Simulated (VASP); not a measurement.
Input of a VASP 6.6.1 run:

File INCAR:

```
SYSTEM = SrCd
  PREC = Accurate
  ENCUT = 500
  EDIFF = 1E-6
  ISMEAR = 0
  SIGMA = 0.15
  LREAL = .FALSE.
  LASPH = .TRUE.
  NELM = 120
  ALGO = Normal
  ISIF = 2
  LWAVE = .FALSE.
  LCHARG = .FALSE.
  NBANDS = 18
  GGA_COMPAT = .FALSE.
```

KPOINTS

```
regular mesh
0
G
  12 12 12
  0 0 0
```

The input POSCAR:

```
SrCd
1.0
    3.4025500000      0.0000000000      0.0000000000
    0.0000000000      4.6034500000      0.0000000000
    0.0000000000      0.0000000000      4.0030000000
Sr Cd
1 1
Direct
    0.5000000000      0.5000000000      0.5000000000
    0.0000000000      0.0000000000      0.0000000000
```

Potentials or basis: VASP PAW LDA potentials, release 64 (Sr_sv, Cd).

The run is started by

```console
$ cat potpaw_LDA.64/Sr_sv/POTCAR potpaw_LDA.64/Cd/POTCAR > POTCAR
$ mpirun -np 1 vasp_std > vasp.out
```

Q: Predict the band gap on the k mesh.

A: Zero (bands 11 and 12 overlap by 1.98 eV).

Q: What does it give for the pressure?

A: -1.5 GPa.

Stress tensor (GPa, compression positive):
```
 2.60  0.00  0.00
 0.00 -4.49  0.00
 0.00  0.00 -2.73
```

Caveat: the cell differs from its parent crystal (strain -0.1500 x Voigt [1, -1, 0, 0, 0, 0]); the stress differs along the axes, from -4 to 3 GPa.
